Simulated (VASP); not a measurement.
# Ni2MoH4N2 (C2/m) in VASP: single point with HSE06

Aim: the single point of Ni2MoH4N2 with HSE06.

Program: VASP 6.6.1. These are calculated values, not measurements. Logs are shortened: lines on timing, memory, paths and dates and some standing lists are left out, and cuts for length are marked.

### Step 1. The cell of the first run

The structure is monoclinic, space group C2/m (No. 12). Conventional cell: a = 10.265 Å, b = 3.119 Å, c = 4.839 Å, α = 90.00°, β = 105.71°, γ = 90.00°. Within 2.7 Å of Mo (site symmetry 2/m) lie 2 Ni at 1.92 Å and 4 N at 2.05 Å and 8 H at 2.58 to 2.61 Å. Within 2.4 Å of Ni (site symmetry m) lie 3 H at 1.82 to 2.18 Å and 1 Mo at 1.92 Å. Within 1.3 Å of N (site symmetry m) lie 2 H at 0.98 Å. H (site symmetry m) has 1 N at 0.98 Å within 1.3 Å. H (site symmetry m) has 1 N at 0.98 Å within 1.3 Å.

### Step 2. Single point, HSE06

POSCAR reads:

```
Ni2MoH4N2
1.0
    0.0000000000      3.1187000000      0.0000000000
    5.1325520000     -1.5593500000      0.0000000000
    1.3105200000      0.0000000000     -4.6582840000
Mo Ni N H
1 2 2 4
Direct
    0.0000000000      0.0000000000      0.0000000000
    0.8812000000      0.7624000000      0.7537000000
    0.1188000000      0.2376000000      0.2463000000
    0.6067000000      0.2134000000      0.7706000000
    0.3933000000      0.7866000000      0.2294000000
    0.6100000000      0.2200000000      0.5660000000
    0.3900000000      0.7800000000      0.4340000000
    0.7010000000      0.4020000000      0.7762000000
    0.2990000000      0.5980000000      0.2238000000
```

INCAR.step1 reads:

```
SYSTEM = Ni2MoH4N2
ALGO     = Normal         ! electronic algorithm
EDIFF    = 1E-5           ! SCF threshold, eV
ENCUT    = 520            ! plane-wave cutoff, eV
GGA      = PE             ! functional
ISIF     = 2              ! what is computed and relaxed
ISMEAR   = 1              ! smearing method
LASPH    = .True.         ! aspherical terms in the spheres
LCHARG   = .False.        ! write CHGCAR
LREAL    = .False.        ! projectors in reciprocal space
LUSENCCL = .False.      
LWAVE    = .True.         ! write WAVECAR
NBANDS   = 34             ! bands
NELM     = 100            ! most SCF steps
PREC     = Accurate       ! precision mode
SIGMA    = 0.0276         ! smearing width, eV
```

INCAR.step2 reads:

```
SYSTEM = Ni2MoH4N2
ALGO     = Normal         ! electronic algorithm
EDIFF    = 1E-6           ! SCF threshold, eV
ENCUT    = 520            ! plane-wave cutoff, eV
GGA      = PE             ! functional
HFSCREEN = 0.2079         ! screening, 1/A
ISIF     = 2              ! what is computed and relaxed
ISMEAR   = 1              ! smearing method
ISTART   = 1            
LASPH    = .True.         ! aspherical terms in the spheres
LCHARG   = .False.        ! write CHGCAR
LHFCALC  = .True.         ! exact exchange
LREAL    = .False.        ! projectors in reciprocal space
LUSENCCL = .False.      
LWAVE    = .False.        ! write WAVECAR
NBANDS   = 34             ! bands
NELM     = 100            ! most SCF steps
PREC     = Accurate       ! precision mode
PRECFOCK = Fast         
SIGMA    = 0.0276         ! smearing width, eV
```

KPOINTS reads:

```
k-points
0
Gamma
  4 4 2
  0 0 0
```

Potentials or basis: VASP PAW PBE potentials, release 64 (Mo_sv, Ni, N, H).

The run is started by

```console
> cat potpaw_PBE.64/Mo_sv/POTCAR potpaw_PBE.64/Ni/POTCAR potpaw_PBE.64/N/POTCAR potpaw_PBE.64/H/POTCAR > POTCAR
> cp INCAR.step1 INCAR
> mpirun -np 1 vasp_std > vasp.out
> cp INCAR.step2 INCAR
> mpirun -np 1 vasp_std > vasp.out
```

OUTCAR:

```text
SYSTEM = Ni2MoH4N2
   EDIFF = 1E-6
   ENCUT = 520
   GGA = PE
   HFSCREEN = 0.2079
   ISIF = 2
   ISMEAR = 1
   ISTART = 1
   LASPH = .True.
   LHFCALC = .True.
   LREAL = .False.
   NELM = 100
   PREC = Accurate
   PRECFOCK = Fast

 ion  position               nearest neighbor table
   1  0.000  0.000  0.000-   2 1.92   3 1.92   4 2.05   5 2.05   4 2.05   5 2.05
   2  0.881  0.762  0.754-   8 1.82   1 1.92   3 2.96
   3  0.119  0.238  0.246-   9 1.82   1 1.92   2 2.96
   4  0.607  0.213  0.771-   8 0.98   6 0.98   1 2.05   1 2.05
   5  0.393  0.787  0.229-   9 0.98   7 0.98   1 2.05   1 2.05
   6  0.610  0.220  0.566-   4 0.98
   7  0.390  0.780  0.434-   5 0.98
   8  0.701  0.402  0.776-   4 0.98   2 1.82
   9  0.299  0.598  0.224-   5 0.98   3 1.82

  LATTYP: Found a base centered monoclinic cell.
 ALAT       =    10.2651040000
 B/A-ratio  =     0.3038157236
 C/A-ratio  =     0.4714145107
 COS(beta)  =    -0.2708178918

  Lattice vectors:

 A1 = (  -5.1325520000,  -1.5593500000,   0.0000000000)
 A2 = (  -5.1325520000,   1.5593500000,   0.0000000000)
 A3 = (   1.3105200000,   0.0000000000,  -4.6582840000)

Analysis of symmetry for initial positions (statically):
=====================================================================
 Subroutine PRICEL returns:
 Original cell was already a primitive cell.

 Routine SETGRP: Setting up the symmetry group for a
 base centered monoclinic supercell.

 Subroutine GETGRP returns: Found  4 space group operations
 (whereof  4 operations were pure point group operations)
 out of a pool of  4 trial point group operations.

The static configuration has the point symmetry C_2h.

Analysis of symmetry for dynamics (positions and initial velocities):
=====================================================================
 Subroutine PRICEL returns:
 Original cell was already a primitive cell.

 Routine SETGRP: Setting up the symmetry group for a
 base centered monoclinic supercell.

 Subroutine GETGRP returns: Found  4 space group operations
 (whereof  4 operations were pure point group operations)
 out of a pool of  4 trial point group operations.

The dynamic configuration has the point symmetry C_2h.

 Subroutine INISYM returns: Found  4 space group operations
 (whereof  4 operations are pure point group operations),
 and found     1 'primitive' translations

----------------------------------------------------------------------------------------

                                     Primitive cell

  volume of cell :      74.5646

  direct lattice vectors                    reciprocal lattice vectors
     0.000000000  3.118700000  0.000000000     0.097417425  0.320646423  0.027406548
     5.132552000 -1.559350000  0.000000000     0.194834850 -0.000000000  0.054813096
     1.310520000  0.000000000 -4.658284000     0.000000000  0.000000000 -0.214671325

  length of vectors
     3.118700000  5.364201940  4.839118979     0.336237122  0.202398356  0.214671325

  position of ions in fractional coordinates (direct lattice)
     0.000000000  0.000000000  0.000000000
     0.881200000  0.762400000  0.753700000
     0.118800000  0.237600000  0.246300000
     0.606700000  0.213400000  0.770600000
     0.393300000  0.786600000  0.229400000
     0.610000000  0.220000000  0.566000000
     0.390000000  0.780000000  0.434000000
     0.701000000  0.402000000  0.776200000
     0.299000000  0.598000000  0.223800000

  ion indices of the primitive-cell ions
   primitive index   ion index
                 1           1
                 2           2
                 3           3
                 4           4
                 5           5
                 6           6
                 7           7
                 8           8
                 9           9

----------------------------------------------------------------------------------------

 KPOINTS: k-points

Automatic generation of k-mesh.
 Grid dimensions read from file:
 generate k-points for:    4    4    2

 Generating k-lattice:

  Cartesian coordinates                     Fractional coordinates (reciprocal lattice)
     0.024354356  0.080161606  0.006851637     0.250000000  0.000000000 -0.000000000
     0.048708713 -0.000000000  0.013703274     0.000000000  0.250000000 -0.000000000
     0.000000000  0.000000000 -0.107335663     0.000000000  0.000000000  0.500000000

  Length of vectors
     0.084059281  0.050599589  0.107335663

  Shift w.r.t. Gamma in fractional coordinates (k-lattice)
     0.000000000  0.000000000  0.000000000

 Subroutine IBZKPT returns following result:
 ===========================================

 Found     14 irreducible k-points:

 Following reciprocal coordinates:
            Coordinates               Weight
  0.000000  0.000000  0.000000      1.000000
  0.250000  0.000000  0.000000      4.000000
  0.500000  0.000000  0.000000      2.000000
  0.000000  0.250000  0.000000      2.000000
  0.250000  0.250000  0.000000      4.000000
  0.500000  0.250000  0.000000      2.000000
  0.000000  0.500000  0.000000      1.000000
  0.000000  0.000000  0.500000      1.000000
  0.250000  0.000000  0.500000      4.000000
  0.500000  0.000000  0.500000      2.000000
  0.000000  0.250000  0.500000      2.000000
  0.250000  0.250000  0.500000      4.000000
  0.500000  0.250000  0.500000      2.000000
  0.000000  0.500000  0.500000      1.000000
   k-points           NKPTS =     14   k-points in BZ     NKDIM =     32   number of bands    NBANDS=     34
   number of dos      NEDOS =    301   number of ions     NIONS =      9
   total plane-waves  NPLWV =  34560
   dimension x,y,z NGX =    24 NGY =   40 NGZ =   36
   dimension x,y,z NGXF=    48 NGYF=   80 NGZF=   72
   ions per type =               1   2   2   4
   NGX,Y,Z   is equivalent  to a cutoff of  12.79, 12.40, 12.37 a.u.
   NGXF,Y,Z  is equivalent  to a cutoff of  25.59, 24.79, 24.74 a.u.
 SYSTEM =  Ni2MoH4N2
   PREC   = accura    normal or accurate (medium, high low for compatibility)
   ISTART =      1    job   : 0-new  1-cont  2-samecut
   ICHARG =      0    charge: 1-file 2-atom 10-const
   ISPIN  =      1    spin polarized calculation?
   LNONCOLLINEAR =      F non collinear calculations
   LSORBIT =      F    spin-orbit coupling
   LASPH  =      T    aspherical Exc in radial PAW
   ENCUT  =  520.0 eV  38.22 Ry    6.18 a.u.   5.80  9.97  9.00*2*pi/ulx,y,z
   NELM   =    100;   NELMIN=  2; NELMDL=  0     # of ELM steps
   EDIFF  = 0.1E-05   stopping-criterion for ELM
   LREAL  =      F    real-space projection
   EDIFFG = 0.1E-04   stopping-criterion for IOM
   NSW    =      0    number of steps for IOM
   IBRION =     -1    ionic relax: 0-MD 1-quasi-New 2-CG
   NFREE  =      0    steps in history (QN), initial steepest desc. (CG)
   ISIF   =      2    stress and relaxation
   ISYM   =      3    0-nonsym 1-usesym 2-fastsym
   POTIM  = 0.5000    time-step for ionic-motion
   TEBEG  =    0.0;   TEEND  =   0.0 temperature during run
   PSTRESS=    0.0 pullay stress
   NELECT =      48.0000    total number of electrons
   NUPDOWN=      -1.0000    fix difference up-down
   EMIN   =  10.00;   EMAX   =-10.00  energy-range for DOS
   EFERMI =   0.00;   METHOD = LEGACY
   ISMEAR =     1;   SIGMA  =   0.03  broadening in eV -4-tet -1-fermi 0-gaus
   EFERMI_NEDOS =   21; number of points for ismear=-14 and -15
   IALGO  =     38    algorithm
   IMIX   =      1    mixing-type and parameters
     AMIX     =   0.40;   BMIX     =  1.00
     AMIX_MAG =   1.60;   BMIX_MAG =  1.00
  volume/ion in A,a.u.               =       8.28        55.91
  Fermi-wavevector in a.u.,A,eV,Ry     =   1.413549  2.671221 27.186092  1.998121
  Thomas-Fermi vector in A             =   2.535183
   LORBIT       =      0    0 simple, 1 ext, 2 COOP (PROOUT), +10 PAW based schemes
   GGA     = PE    functional components
   LHFCALC =     T    Hartree Fock is set to
   PRECFOCK=fast      Normal, Fast or Accurate (Low or Medium for compatibility)
   ENCUT4O =  -1.0   cutoff for four orbital integrals eV
   NKREDX  =     1    reduce k-point grid by
   NKREDY  =     1    reduce k-point grid by
   NKREDZ  =     1    reduce k-point grid by
   AEXX    =    0.2500 exact exchange contribution
   HFSCREEN=    0.2079 screening length (either q_TF or 0.3 A-1)
   HFSCREENC=   0.2079 screening length for correlation (either q_TF or 0.3 A-1)
   ENCUTFOCK=  -1.0 apply spherical cutoff to Coloumb kernel
   IVDW    =     0    specifies the selected vdW correction
   LEPSILON=     F    determine dielectric tensor
   LRPA    =     F    only Hartree local field effects (RPA)
 non-spin polarized calculation
 Methfessel and Paxton  Order N= 1 SIGMA  =   0.03
  energy-cutoff  :      520.00
  volume of cell :       74.56
 maximum number of plane-waves:      2024
 NGX is ok and might be reduce to    24
  NGX = 14; NGY = 24; NGZ = 24

 number of electron      47.9999998 magnetization

 Free energy of the ion-electron system (eV)
  ---------------------------------------------------
  ext. energy  EPLUGINS =         0.00000000
  ---------------------------------------------------
  free energy    TOTEN  =       -55.00879886 eV

  energy without entropy =      -55.00889888  energy(sigma->0) =      -55.00883220

 E-fermi :   6.8690     XC(G=0):  -9.2108

 val. band max:        6.7332096652   @ k =   0.0000   0.0000   0.0000
 cond. band min:       6.8922784637   @ k =   0.5000   0.2500   0.0000
 fundamental gap:      0.1590687986
 Fermi energy:         6.8690425146

 k-point     1 :       0.0000    0.0000    0.0000
  band No.  band energies     occupation
      1     -59.6750      2.00000
      2     -32.8500      2.00000
      3     -32.3866      2.00000
      4     -32.2418      2.00000
      5     -14.3762      2.00000
      6     -13.2850      2.00000
[... 26 lines left out ...]
     33      15.5773      0.00000
     34      17.9694      0.00000

 k-point     2 :       0.2500    0.0000    0.0000
  band No.  band energies     occupation
      1     -59.6587      2.00000
      2     -32.8303      2.00000
      3     -32.4799      2.00000
      4     -32.3418      2.00000
      5     -13.8954      2.00000
      6     -13.5225      2.00000
[... 26 lines left out ...]
     33      15.0282      0.00000
     34      15.9828      0.00000
[... 405 lines left out ...]
     33      14.9518      0.00000
     34      16.6443      0.00000

 k-point    14 :       0.0000    0.5000    0.5000
  band No.  band energies     occupation
      1     -59.6749      2.00000
      2     -32.8520      2.00000
      3     -32.3865      2.00000
      4     -32.2422      2.00000
      5     -14.2282      2.00000
      6     -13.3767      2.00000
[... 26 lines left out ...]
     33      16.1976      0.00000
     34      17.2994      0.00000

------------------------ aborting loop because EDIFF is reached ----------------------------------------

  FORCE on cell =-STRESS in cart. coord.  units (eV):
  Direction    XX          YY          ZZ          XY          YZ          ZX
  --------------------------------------------------------------------------------------
  -------------------------------------------------------------------------------------
  Total       31.5050202      1.3966029     22.9832509      0.0000000      0.0000000    -11.4265388
  in kB      676.9512953     30.0089372    493.8432479      0.0000000      0.0000000   -245.5230998
  external PRESSURE =     400.2678268 kB  Pullay stress =       0.0000000 kB

 VOLUME and BASIS-vectors are now :
 -----------------------------------------------------------------------------
  energy-cutoff  :      520.00
  volume of cell :       74.56
      direct lattice vectors                 reciprocal lattice vectors
     0.000000000  3.118700000  0.000000000     0.097417425  0.320646423  0.027406548
     5.132552000 -1.559350000  0.000000000     0.194834850 -0.000000000  0.054813096
     1.310520000  0.000000000 -4.658284000     0.000000000  0.000000000 -0.214671325

 POSITION                                       TOTAL-FORCE (eV/Angst)
 -----------------------------------------------------------------------------------
      0.00000      0.00000      0.00000         0.000000      0.000000     -0.000000
      4.90080      1.55935     -3.51095        -4.391712      0.000000      4.120411
      1.54228      0.00000     -1.14734         4.391712     -0.000000     -4.120411
      2.10517      1.55935     -3.58967         0.000023     -0.000000      0.152929
      4.33790     -0.00000     -1.06861        -0.000023     -0.000000     -0.152929
      1.87092      1.55935     -2.63659        -0.634237     -0.000000      2.191168
      4.57216      0.00000     -2.02170         0.634237     -0.000000     -2.191168
      3.08051      1.55935     -3.61576         2.104895     -0.000000     -0.108728
      3.36256      0.00000     -1.04252        -2.104895      0.000000      0.108728
 -----------------------------------------------------------------------------------
    total drift:                                0.000002      0.000002     -0.000000

  FREE ENERGIE OF THE ION-ELECTRON SYSTEM (eV)
  ---------------------------------------------------
  free  energy   TOTEN  =       -55.0087988624 eV

  energy  without entropy=      -55.0088988763  energy(sigma->0) =      -55.00883220
```

It took 36 min on 1 × NVIDIA H100 80GB with 1 thread of AMD EPYC 7R13 (Zen 3), shared host; peak memory 1.2 GiB.

Results:

| Item | Value |
| --- | --- |
| Free energy | -55.0088 eV |
| Pressure | 40.0 GPa |
| Largest force | 6.022 eV/Å |
| Band gap on the k mesh | zero (bands 24 and 25 overlap by 1.42 eV) |

Forces in eV/Å, atoms in the order of the input:
```
Mo   0.000  0.000  0.000
Ni  -4.392  0.000  4.120
Ni   4.392  0.000 -4.120
N    0.000  0.000  0.153
N    0.000  0.000 -0.153
H   -0.634  0.000  2.191
H    0.634  0.000 -2.191
H    2.105  0.000 -0.109
H   -2.105  0.000  0.109
```

Stress tensor (GPa, compression positive):
```
 67.70   0.00 -24.55
  0.00   3.00   0.00
-24.55   0.00  49.38
```

Caveat: the k points lie up to 0.66 Å⁻¹ apart, too coarse for converged energies and pressures of a metal; the PAW data sets were made with another functional, which shifts forces and pressure a little; the run has no spin polarisation, though such a crystal can be magnetic. Spin polarisation is off, so any magnetic state and its effect on volume and gap are missing.
